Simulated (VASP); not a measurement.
CdSe: single point with PBE

CdSe:

```
Cd Se
1.0
     0.00000    3.00760    3.00760
     3.00760    0.00000    3.00760
     3.00760    3.00760    0.00000
Cd Se
1 1
Direct
  0.00000 0.00000 0.00000
  0.25000 0.25000 0.25000
```

```yaml
Program: VASP 6.6.1
Task: single point
Functional: PBE
Potentials_or_basis: VASP PAW PBE potentials, release 64 (Cd, Se)
Cutoff: 520 eV
k_mesh: 8 × 8 × 8
Occupations: fermi-dirac, width 0.05 eV
Spin: non-collinear spin, zero start, spin-orbit coupling
Starting_moments: "[[0.0, 0.0, 0.0], [0.0, 0.0, 0.0]] μB"
```

```yaml
Pressure: 5.3 GPa
Net_moment: 0.00 μB per cell
Valence_electrons_inside_the_program's_atomic_spheres: Cd 10.34; Se 3.88
```

Moments on the atoms (μB; x, y, z):
```
Cd  0.00 0.00 0.00
Se  0.00 0.00 0.00
```

Wall time 4 min on 1 thread of Intel Xeon 8259CL, on a shared host, peak memory 0.37 GiB.

Caveat: the cell stands under pressure.
